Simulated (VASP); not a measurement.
Here is a VASP 6.6.1 calculation.

File INCAR:

```
ALGO = Fast
EDIFF = 1E-6
ENCUT = 520
GGA = PE
ISIF = 2
ISMEAR = 0
LASPH = T
LCHARG = F
LREAL = F
LWAVE = F
NBANDS = 19
NELM = 80
PREC = Accurate
SIGMA = 0.15
```

File KPOINTS:

```
k-points
0
Gamma
  24 24 14
```

POSCAR

```
Ti
1.0
    2.7029660044      0.0000000000      0.0000000000
   -1.3514830022      2.3408372254      0.0000000000
    0.0000000000      0.0000000000      5.5816746605
Ti
2
Direct
    0.3333333333      0.6666666667      0.2500000000
    0.6666666667      0.3333333333      0.7500000000
```

Potentials or basis: VASP PAW PBE potentials, release 64 (Ti_sv).

Command:

```console
$ cat potpaw_PBE.64/Ti_sv/POTCAR > POTCAR
$ mpirun -np 1 vasp_std > vasp.out
```

**Question.** Predict the pressure.

**Answer.** -1.2 GPa.

**Question.** What does it give for the band gap on the k mesh?

**Answer.** Zero (bands 12 and 13 overlap by 0.12 eV).

Stress tensor (GPa, compression positive):
```
  5.28   0.00   0.00
  0.00   5.28   0.00
  0.00   0.00 -14.14
```
